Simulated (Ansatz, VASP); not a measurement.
**One calculation of MgF2, two programs**

```xyz
6
Lattice="4.6821 0.0000 0.0000 0.0000 4.6821 0.0000 0.0000 0.0000 3.0556" Properties=species:S:1:pos:R:3 pbc="T T T"
Mg    0.0000    0.0000    0.0000
Mg    2.3411    2.3411    1.5278
F     1.4177    1.4177    0.0000
F     0.9233    3.7588    1.5278
F     3.2644    3.2644    0.0000
F     3.7588    0.9233    1.5278
```

Change from the starting cell: volume scaled by 1.04, crystal datasets.

Alike in both runs: task electric field gradients; functional LDA; k mesh 5 × 5 × 7; occupations fermi-dirac, width 0.02 eV; no spin polarisation.

|  | VASP | Ansatz |
| --- | --- | --- |
| version | VASP 6.6.1 | Ansatz 0.2.0 |
| potentials or method | VASP PAW LDA potentials, release 64 (Mg, F), cutoff 520 eV | all-electron PAW with datasets made for the crystal, scalar-relativistic |

```csv
,VASP,Ansatz,Ansatz less VASP
gap on the k mesh at the Fermi level (eV),6.59,6.61,+0.021
pressure (GPa),-8.4,-6.6,+1.82
"traceless stress, the component that is largest in VASP (GPa)",0.55,0.40,-0.146
rms of the force components (eV/Å),0.039,0.046,+0.0064
size of Vzz on the site where it differs most (V/Å²),5.5,5.4,-0.11
```

LDA's correlation is that of Perdew and Zunger in VASP and of Perdew and Wang (1992) in Ansatz. Atom by atom the forces differ by 0.006 eV/Å (rms over components). Ansatz ran all-electron here, and VASP with PAW potentials.
